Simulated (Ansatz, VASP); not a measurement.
RbBr: VASP beside Ansatz

```
Rb Br
1.0
     0.00000    3.42492    3.42492
     3.42492    0.00000    3.42492
     3.42492    3.42492    0.00000
Rb Br
1 1
Direct
  0.00000 0.00000 0.00000
  0.50000 0.50000 0.50000
```

Alike in both runs: functional PBEsol; k mesh 8 × 8 × 8; occupations fermi-dirac, width 0.08 eV; no spin polarisation.

Ansatz relaxed the structure, and its values are those at the end. VASP's run is a single point on that final structure, the one shown.

```csv
,VASP,Ansatz
version,VASP 6.6.1,Ansatz 0.2.0
potentials or method,"VASP PAW PBE potentials, release 64 (Rb_sv, Br)","PAW with Ansatz's default frozen-core files, scalar-relativistic"
plane-wave cutoff (eV),520,420
valence electrons in the cell,16,16
```

|  | VASP | Ansatz | Ansatz less VASP |
| --- | --- | --- | --- |
| pressure (GPa) | 0.0 | 0.0 | -0.03 |

VASP's potentials were made for PBE, not for PBEsol. The functional is the same, so the differences come from potentials, cutoffs and numerics.
